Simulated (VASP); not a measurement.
# Os (Cmcm) in VASP: a series of runs

Runs on Os. Level: PBE. Tasks: single point.

Everything below comes from runs of VASP 6.6.1. Logs are shortened: lines on timing, memory, paths and dates and some standing lists are left out, and cuts for length are marked.

## Step 1: The cell of the first run

The structure is orthorhombic, space group Cmcm (No. 63). The conventional cell has a = 2.652 Å, b = 4.878 Å, c = 4.320 Å, α = 90.00°, β = 90.00°, γ = 90.00°. Os (site symmetry m2m) has 12 Os at 2.65 to 2.78 Å within 3.5 Å.

## Step 2: Single point, PBE (strain -0.0300 x Voigt [1, -1, 0, 0, 0, 0])

Contents of INCAR:

```
SYSTEM = Os
PREC = Accurate ; ENCUT = 520
EDIFF = 1E-7 ; ISMEAR = 0
SIGMA = 0.15 ; LREAL = .FALSE.
LASPH = .TRUE. ; NELM = 100
ALGO = Fast ; ISIF = 2
LWAVE = .FALSE. ; LCHARG = .TRUE.
GGA = PE ; LELF = .TRUE.
LVHAR = .TRUE. ; NBANDS = 15
```

Contents of KPOINTS:

```
Automatic mesh
0
G
  18 18 12
  0 0 0
```

Contents of POSCAR:

```
Os
1.0
    2.6520769763      0.0000000000      0.0000000000
   -1.3260384882      2.4388340363      0.0000000000
    0.0000000000      0.0000000000      4.3197000000
Os
2
Direct
    0.3333333333      0.6666666667      0.2500000000
    0.6666666667      0.3333333333      0.7500000000
```

Potentials or basis: VASP PAW PBE potentials, release 64 (Os).

The run is started by

```sh
cat potpaw_PBE.64/Os/POTCAR > POTCAR
mpirun -np 1 vasp_std > vasp.out
```

OUTCAR:

```text
SYSTEM = Os
   PREC = Accurate
   ENCUT = 520
   EDIFF = 1E-7
   ISMEAR = 0
   LREAL = .FALSE.
   LASPH = .TRUE.
   NELM = 100
   ISIF = 2
   GGA = PE

 ion  position               nearest neighbor table
   1  0.333  0.667  0.250-   2 2.66   2 2.66   2 2.66   2 2.66   2 2.70   2 2.70
   2  0.667  0.333  0.750-   1 2.66   1 2.66   1 2.66   1 2.66   1 2.70   1 2.70

  LATTYP: Found a base centered orthorhombic cell.
 ALAT       =     2.6520769763
 B/A-ratio  =     1.8391879709
 C/A-ratio  =     1.6287988767

  Lattice vectors:

 A1 = (   1.3260384882,  -2.4388340363,   0.0000000000)
 A2 = (   1.3260384881,   2.4388340363,   0.0000000000)
 A3 = (   0.0000000000,   0.0000000000,   4.3197000000)

Analysis of symmetry for initial positions (statically):
=====================================================================
 Subroutine PRICEL returns:
 Original cell was already a primitive cell.

 Routine SETGRP: Setting up the symmetry group for a
 base centered orthorhombic supercell.

 Subroutine GETGRP returns: Found  8 space group operations
 (whereof  4 operations were pure point group operations)
 out of a pool of  8 trial point group operations.

The static configuration has the point symmetry C_2h.
 The point group associated with its full space group is D_2h.

Analysis of symmetry for dynamics (positions and initial velocities):
=====================================================================
 Subroutine PRICEL returns:
 Original cell was already a primitive cell.

 Routine SETGRP: Setting up the symmetry group for a
 base centered orthorhombic supercell.

 Subroutine GETGRP returns: Found  8 space group operations
 (whereof  4 operations were pure point group operations)
 out of a pool of  8 trial point group operations.

The dynamic configuration has the point symmetry C_2h.
 The point group associated with its full space group is D_2h.

 Subroutine INISYM returns: Found  8 space group operations
 (whereof  4 operations are pure point group operations),
 and found     1 'primitive' translations

----------------------------------------------------------------------------------------

                                     Primitive cell

  volume of cell :      27.9397

  direct lattice vectors                    reciprocal lattice vectors
     2.652076976  0.000000000  0.000000000     0.377062962  0.205016001  0.000000000
    -1.326038488  2.438834036  0.000000000     0.000000000  0.410032001  0.000000000
     0.000000000  0.000000000  4.319700000     0.000000000  0.000000000  0.231497558

  length of vectors
     2.652076976  2.776020448  4.319700000     0.429194639  0.410032001  0.231497558

  position of ions in fractional coordinates (direct lattice)
     0.333333333  0.666666667  0.250000000
     0.666666667  0.333333333  0.750000000

  ion indices of the primitive-cell ions
   primitive index   ion index
                 1           1
                 2           2

----------------------------------------------------------------------------------------

 KPOINTS: Automatic mesh

Automatic generation of k-mesh.
 Grid dimensions read from file:
 generate k-points for:   18   18   12

 Generating k-lattice:

  Cartesian coordinates                     Fractional coordinates (reciprocal lattice)
     0.020947942  0.011389778  0.000000000     0.055555556  0.000000000  0.000000000
     0.000000000  0.022779556  0.000000000     0.000000000  0.055555556  0.000000000
     0.000000000  0.000000000  0.019291463     0.000000000  0.000000000  0.083333333

  Length of vectors
     0.023844147  0.022779556  0.019291463

  Shift w.r.t. Gamma in fractional coordinates (k-lattice)
     0.000000000  0.000000000  0.000000000

 Subroutine IBZKPT returns following result:
 ===========================================

 Found    637 irreducible k-points:

 Following reciprocal coordinates:
            Coordinates               Weight
  0.000000  0.000000  0.000000      1.000000
  0.055556  0.000000  0.000000      4.000000
  0.111111  0.000000  0.000000      4.000000
  0.166667  0.000000  0.000000      4.000000
  0.222222  0.000000  0.000000      4.000000
  0.277778  0.000000  0.000000      4.000000
[... 16 lines left out ...]
 -0.333333  0.055556  0.000000      4.000000
 -0.277778  0.055556  0.000000      4.000000
 [... further k-points ...]
   k-points           NKPTS =    637   k-points in BZ     NKDIM =    637   number of bands    NBANDS=     15
   number of dos      NEDOS =    301   number of ions     NIONS =      2
   total plane-waves  NPLWV =  15360
   dimension x,y,z NGX =    20 NGY =   24 NGZ =   32
   dimension x,y,z NGXF=    40 NGYF=   48 NGZF=   64
   ions per type =               2
   NGX,Y,Z   is equivalent  to a cutoff of  12.54, 14.37, 12.32 a.u.
   NGXF,Y,Z  is equivalent  to a cutoff of  25.07, 28.75, 24.63 a.u.
 SYSTEM =  Os
   PREC   = accura    normal or accurate (medium, high low for compatibility)
[... 33 lines left out ...]
   GGA     = PE    functional components
   LHFCALC =     F    Hartree Fock is set to
   AEXX    =    0.0000 exact exchange contribution
   IVDW    =     0    specifies the selected vdW correction
   LEPSILON=     F    determine dielectric tensor
   LRPA    =     F    only Hartree local field effects (RPA)
 non-spin polarized calculation
 RMM-DIIS sequential band-by-band and
 Gauss-broadening in eV      SIGMA  =   0.15
  energy-cutoff  :      520.00
  volume of cell :       27.94
 maximum number of plane-waves:       780
   NGX =  9   NGY = 11   NGZ = 17

 number of electron      15.9999999 magnetization

 Free energy of the ion-electron system (eV)
  ---------------------------------------------------
  ext. energy  EPLUGINS =         0.00000000
  ---------------------------------------------------
  free energy    TOTEN  =       -22.39826739 eV

  energy without entropy =      -22.38413437  energy(sigma->0) =      -22.39120088

 E-fermi :   9.5100     XC(G=0): -14.0638

 val. band max:        9.5071480349   @ k =   0.0556   0.2222   0.1667
 cond. band min:       9.5106843580   @ k =   0.0000   0.0000   0.0000
 fundamental gap:      0.0035363231
 Fermi energy:         9.5100168477

 k-point     1 :       0.0000    0.0000    0.0000
  band No.  band energies     occupation
      1      -1.4652      2.00000
      2       1.6802      2.00000
      3       5.7848      2.00000
      4       6.5632      2.00000
      5       6.7877      2.00000
      6       7.1030      2.00000
      7       7.7376      2.00000
      8       7.8776      2.00000
      9       8.1290      2.00000
     10       9.5107      0.99498
     11      10.9795      0.00000
     12      11.3872      0.00000
     13      18.5694      0.00000
     14      23.5140      0.00000
     15      26.2528      0.00000

 k-point     2 :       0.0556    0.0000    0.0000
  band No.  band energies     occupation
      1      -1.3346      2.00000
      2       1.7991      2.00000
      3       5.8169      2.00000
      4       6.5568      2.00000
      5       6.7690      2.00000
      6       7.2349      2.00000
      7       7.6457      2.00000
      8       7.8196      2.00000
      9       7.9648      2.00000
     10       8.9126      2.00000
     11      11.1232      0.00000
     12      12.0963      0.00000
     13      18.5665      0.00000
     14      23.8052      0.00000
     15      26.4213      0.00000

 k-point     3 :       0.1111    0.0000    0.0000
  band No.  band energies     occupation
      1      -0.9539      2.00000
      2       2.1329      2.00000
      3       5.7227      2.00000
      4       6.6431      2.00000
      5       6.8924      2.00000
      6       7.2117      2.00000
      7       7.4728      2.00000
      8       7.4893      2.00000
      9       7.7850      2.00000
     10       8.2954      2.00000
     11      11.3106      0.00000
     12      13.4429      0.00000
     13      18.5341      0.00000
     14      24.6102      0.00000
     15      26.8577      0.00000
[... 343 lines left out ...]
 k-point    23 :      -0.3333    0.0556    0.0000
  band No.  band energies     occupation
      1       1.6347      2.00000
      2       3.0413      2.00000
      3       4.1026      2.00000
      4       5.2676      2.00000
      5       6.0852      2.00000
      6       6.7461      2.00000
      7       7.4392      2.00000
      8       9.3020      1.95012
      9       9.4496      1.43090
     10      10.4094      0.00000
     11      11.9072      0.00000
     12      18.0693      0.00000
     13      18.7849      0.00000
     14      21.9249      0.00000
     15      24.1764      0.00000

 k-point    24 :      -0.2778    0.0556    0.0000
  band No.  band energies     occupation
      1       0.8934      2.00000
      2       3.1608      2.00000
      3       4.8165      2.00000
      4       5.0845      2.00000
      5       6.4130      2.00000
      6       6.5979      2.00000
      7       7.6524      2.00000
      8       8.4271      2.00000
      9       8.6238      2.00000
     10       9.3313      1.90794
     11      11.7732      0.00000
     12      17.3714      0.00000
     13      18.1828      0.00000
     14      24.0304      0.00000
     15      25.6499      0.00000

 [... further k-points ...]
[... 5 lines left out ...]
  --------------------------------------------------------------------------------------
  -------------------------------------------------------------------------------------
  Total        4.9463745     -1.1248873      1.6086396      0.0000000      0.0000000      0.0000000
  in kB      283.6453150    -64.5056346     92.2459669      0.0000000      0.0000000      0.0000000
  external PRESSURE =     103.7952158 kB  Pullay stress =       0.0000000 kB

 VOLUME and BASIS-vectors are now :
 -----------------------------------------------------------------------------
  energy-cutoff  :      520.00
  volume of cell :       27.94
      direct lattice vectors                 reciprocal lattice vectors
     2.652076976  0.000000000  0.000000000     0.377062962  0.205016001  0.000000000
    -1.326038488  2.438834036  0.000000000     0.000000000  0.410032001  0.000000000
     0.000000000  0.000000000  4.319700000     0.000000000  0.000000000  0.231497558

 POSITION                                       TOTAL-FORCE (eV/Angst)
 -----------------------------------------------------------------------------------
     -0.00000      1.62589      1.07993        -0.000000      0.157819     -0.000000
      1.32604      0.81294      3.23977         0.000000     -0.157819      0.000000
 -----------------------------------------------------------------------------------
    total drift:                               -0.000000      0.000000     -0.000000

  FREE ENERGIE OF THE ION-ELECTRON SYSTEM (eV)
  ---------------------------------------------------
  free  energy   TOTEN  =       -22.3982673872 eV

  energy  without entropy=      -22.3841343703  energy(sigma->0) =      -22.39120088
```

Wall time 2 min (1 thread of Intel Xeon 6975P-C (Granite Rapids), shared host); peak memory 0.34 GiB.

Results:

```yaml
Free_energy: -22.3983 eV
Pressure: 10.4 GPa
Largest_force: 0.158 eV/Å
Band_gap_on_the_k_mesh: zero (band 8 reaches 11.50 eV, above the bottom of band 9 at 7.67 eV)
```

Forces in eV/Å, atoms in the order of the input:
```
Os   0.000  0.158  0.000
Os   0.000 -0.158  0.000
```

Stress tensor (GPa, compression positive):
```
28.36  0.00  0.00
 0.00 -6.45  0.00
 0.00  0.00  9.22
```

Levels at points of the mesh, in eV from the Fermi level:
```csv
k point,band 4,band 5,band 6,band 7,band 8,band 9,band 10,band 11,band 12,band 13
"(0.00, 0.00, 0.00)",-2.95,-2.72,-2.41,-1.77,-1.63,-1.38,0.00,1.47,1.88,9.06
"(0.50, 0.00, 0.00)",-3.87,-2.79,-2.51,-1.69,1.99,2.54,2.62,4.65,6.02,9.66
"(0.00, 0.50, 0.00)",-3.20,-3.07,-2.69,-2.35,1.88,2.45,2.86,4.09,5.31,8.80
"(0.00, 0.00, 0.50)",-3.84,-3.62,-3.62,-2.69,-2.69,0.67,0.67,1.11,1.11,13.73
"(0.50, 0.00, 0.50)",-5.34,-1.41,-1.41,-0.05,-0.05,2.28,2.28,3.51,3.51,9.49
"(0.00, 0.50, 0.50)",-5.46,-0.83,-0.83,-0.44,-0.44,2.25,2.25,3.10,3.10,8.57
```

Caveat: the cell differs from its parent crystal (strain -0.0300 x Voigt [1, -1, 0, 0, 0, 0]); spin-orbit coupling is left out, which moves the levels of the heavy elements.

## Step 3: Single point, PBE (strain +0.0150 x Voigt [1, -1, 0, 0, 0, 0])

Contents of INCAR:

```
SYSTEM = Os
PREC = Accurate
ENCUT = 520
EDIFF = 1E-6
ISMEAR = 0
SIGMA = 0.15
LREAL = .False.
LASPH = .True.
NELM = 60
ALGO = Fast
ISIF = 2
LWAVE = .False.
LCHARG = .False.
GGA = PE
NBANDS = 15
```

Contents of KPOINTS:

```
Automatic mesh
0
Gamma
  18 18 12
  0 0 0
```

Contents of POSCAR:

```
Os
1.0
    2.7751114752      0.0000000000      0.0000000000
   -1.3875557376      2.3322830347      0.0000000000
    0.0000000000      0.0000000000      4.3197000000
Os
2
Direct
    0.3333333333      0.6666666667      0.2500000000
    0.6666666667      0.3333333333      0.7500000000
```

Potentials or basis: VASP PAW PBE potentials, release 64 (Os).

The run is started by

```sh
cat potpaw_PBE.64/Os/POTCAR > POTCAR
mpirun -np 1 vasp_std > vasp.out
```

Wall time 75 s (1 thread of Intel Xeon 6975P-C (Granite Rapids), shared host); peak memory 0.33 GiB.

Results (log left out):

```
Free energy            : -22.4679 eV
Pressure               : 9.1 GPa
Largest force          : 0.082 eV/Å
Band gap on the k mesh : zero (band 8 reaches 11.62 eV, above the bottom of band 9 at 7.47 eV)
```

Forces on the atoms (eV/Å):
```
Os   0.000 -0.082  0.000
Os   0.000  0.082  0.000
```

Stress tensor (GPa, compression positive):
```
 1.08  0.00  0.00
 0.00 17.24  0.00
 0.00  0.00  8.91
```

Levels at points of the mesh, in eV from the Fermi level:
```
           k point  band 6  band 7  band 8  band 9  band 10  band 11
(0.00, 0.00, 0.00)   -2.52   -1.92   -1.65   -1.49     0.01     1.59
(0.50, 0.00, 0.00)   -2.59   -2.00    1.95    2.52     2.75     4.36
(0.00, 0.50, 0.00)   -2.55   -1.68    2.13    2.64     2.69     4.55
(0.00, 0.00, 0.50)   -3.55   -2.98   -2.98    0.78     0.78     0.99
(0.50, 0.00, 0.50)   -1.12   -0.23   -0.23    2.28     2.28     3.28
(0.00, 0.50, 0.50)   -1.42   -0.05   -0.05    2.45     2.45     3.40
```

Caveat: the cell differs from its parent crystal (strain +0.0150 x Voigt [1, -1, 0, 0, 0, 0]); spin-orbit coupling is left out, which moves the levels of the heavy elements.

## Step 4: Single point, PBE (strain +0.0300 x Voigt [1, -1, 0, 0, 0, 0])

Contents of INCAR:

```
PREC = Accurate ; ENCUT = 520
EDIFF = 1E-6 ; ISMEAR = 0
SIGMA = 0.15 ; LREAL = False
LASPH = True ; NELM = 100
ALGO = Fast ; ISIF = 2
LWAVE = False ; LCHARG = False
GGA = PE ; NBANDS = 15
```

Contents of KPOINTS:

```
regular mesh
0
Gamma
  18 18 12
```

Contents of POSCAR:

```
Os
1.0
    2.8161229748      0.0000000000      0.0000000000
   -1.4080614874      2.2967660342      0.0000000000
    0.0000000000      0.0000000000      4.3197000000
Os
2
Direct
    0.3333333333      0.6666666667      0.2500000000
    0.6666666667      0.3333333333      0.7500000000
```

The run is started by

```sh
cat potpaw_PBE.64/Os/POTCAR > POTCAR
mpirun -np 1 vasp_std > vasp.out
```

Wall time 83 s (1 thread of Intel Xeon 6975P-C (Granite Rapids), shared host); peak memory 0.34 GiB.

It converged, with:

```yaml
Free_energy: -22.4048 eV
Pressure: 10.2 GPa
Largest_force: 0.179 eV/Å
Band_gap_on_the_k_mesh: zero (band 8 reaches 11.75 eV, above the bottom of band 9 at 7.52 eV)
```

Forces on the atoms (eV/Å):
```
Os   0.000 -0.179  0.000
Os   0.000  0.179  0.000
```

Stress tensor (GPa, compression positive):
```
-4.71  0.00  0.00
 0.00 26.24  0.00
 0.00  0.00  9.16
```

Levels at points of the mesh, in eV from the Fermi level:
```
           k point  band 4  band 5  band 6  band 7  band 8  band 9  band 10  band 11  band 12  band 13
(0.00, 0.00, 0.00)   -2.84   -2.82   -2.40   -1.72   -1.63   -1.43     0.00     1.50     1.85     9.06
(0.50, 0.00, 0.00)   -3.40   -3.06   -2.56   -2.12    1.82    2.38     2.77     4.36     5.61     9.11
(0.00, 0.50, 0.00)   -4.05   -2.66   -2.52   -1.48    2.24    2.56     2.79     4.68     6.13     9.91
(0.00, 0.00, 0.50)   -3.83   -3.62   -3.62   -2.69   -2.69    0.69     0.69     1.10     1.10    13.74
(0.50, 0.00, 0.50)   -5.40   -1.02   -1.02   -0.30   -0.30    2.13     2.13     3.30     3.30     8.91
(0.00, 0.50, 0.50)   -5.32   -1.62   -1.62    0.07    0.07    2.56     2.56     3.51     3.51     9.71
```

Caveat: the cell differs from its parent crystal (strain +0.0300 x Voigt [1, -1, 0, 0, 0, 0]); spin-orbit coupling is left out, which moves the levels of the heavy elements.

## Step 5: Single point, PBE (strain -0.0150 x Voigt [1, -1, 0, 0, 0, 0])

Contents of INCAR:

```
PREC = Accurate ; ENCUT = 520
EDIFF = 1E-6 ; ISMEAR = 0
SIGMA = 0.15 ; LREAL = F
LASPH = T ; NELM = 80
ALGO = Fast ; ISIF = 2
LWAVE = F ; LCHARG = T
GGA = PE ; LELF = T
LVHAR = T ; NBANDS = 15
```

KPOINTS is that of step 4.

Contents of POSCAR:

```
Os
1.0
    2.6930884759      0.0000000000      0.0000000000
   -1.3465442380      2.4033170358      0.0000000000
    0.0000000000      0.0000000000      4.3197000000
Os
2
Direct
    0.3333333333      0.6666666667      0.2500000000
    0.6666666667      0.3333333333      0.7500000000
```

The run is started by

```sh
cat potpaw_PBE.64/Os/POTCAR > POTCAR
mpirun -np 1 vasp_std > vasp.out
```

Run time: 3.3 min. Hardware: 1 thread of Oxide Virtual Turin-like, shared host; peak memory 0.29 GiB.

The run converged. Its results:

```
Free energy            : -22.4671 eV
Pressure               : 9.1 GPa
Largest force          : 0.081 eV/Å
Band gap on the k mesh : zero (band 8 reaches 11.53 eV, above the bottom of band 9 at 7.61 eV)
```

Forces in eV/Å, atoms in the order of the input:
```
Os   0.000  0.081  0.000
Os   0.000 -0.081  0.000
```

Stress tensor (GPa, compression positive):
```
17.71  0.00  0.00
 0.00  0.65  0.00
 0.00  0.00  8.92
```

Levels at points of the mesh, in eV from the Fermi level:
```csv
k point,band 6,band 7,band 8,band 9,band 10,band 11
"(0.00, 0.00, 0.00)",-2.52,-1.93,-1.66,-1.48,0.01,1.58
"(0.50, 0.00, 0.00)",-2.55,-1.79,2.04,2.60,2.67,4.51
"(0.00, 0.50, 0.00)",-2.63,-2.11,1.95,2.51,2.79,4.26
"(0.00, 0.00, 0.50)",-3.55,-2.98,-2.98,0.78,0.78,1.00
"(0.50, 0.00, 0.50)",-1.32,-0.11,-0.11,2.36,2.36,3.38
"(0.00, 0.50, 0.50)",-1.02,-0.30,-0.30,2.30,2.30,3.20
```

Caveat: the cell differs from its parent crystal (strain -0.0150 x Voigt [1, -1, 0, 0, 0, 0]); spin-orbit coupling is left out, which moves the levels of the heavy elements.

## Step 6: Summary

| cell | further INCAR settings | gap on the mesh (eV) | pressure (GPa) | largest force (eV/Å) |
| --- | --- | --- | --- | --- |
| a = 2.652, b = 2.776, c = 4.320 Å, angles 90.0, 90.0, 118.5°, 2 atoms | ALGO = Fast; EDIFF = 1e-07; NBANDS = 15 | none | 10.4 | 0.16 |
| a = 2.775, b = 2.714, c = 4.320 Å, angles 90.0, 90.0, 120.7°, 2 atoms | ALGO = Fast; EDIFF = 1e-06; NBANDS = 15 | none | 9.1 | 0.08 |
| a = 2.816, b = 2.694, c = 4.320 Å, angles 90.0, 90.0, 121.5°, 2 atoms | ALGO = Fast; EDIFF = 1e-06; NBANDS = 15 | none | 10.2 | 0.18 |
| a = 2.693, b = 2.755, c = 4.320 Å, angles 90.0, 90.0, 119.3°, 2 atoms | ALGO = Fast; EDIFF = 1e-06; NBANDS = 15 | none | 9.1 | 0.08 |

Alike in all rows: task single point; level PBE; potentials or basis VASP PAW PBE potentials, release 64 (Os); no spin polarisation; k mesh 18 × 18 × 12; cutoff (eV) 520; smearing gaussian 0.15 eV.

Caveats: spin-orbit coupling is left out, which moves the levels of the heavy elements.

Absolute energies hang on the potentials; compare differences alone.
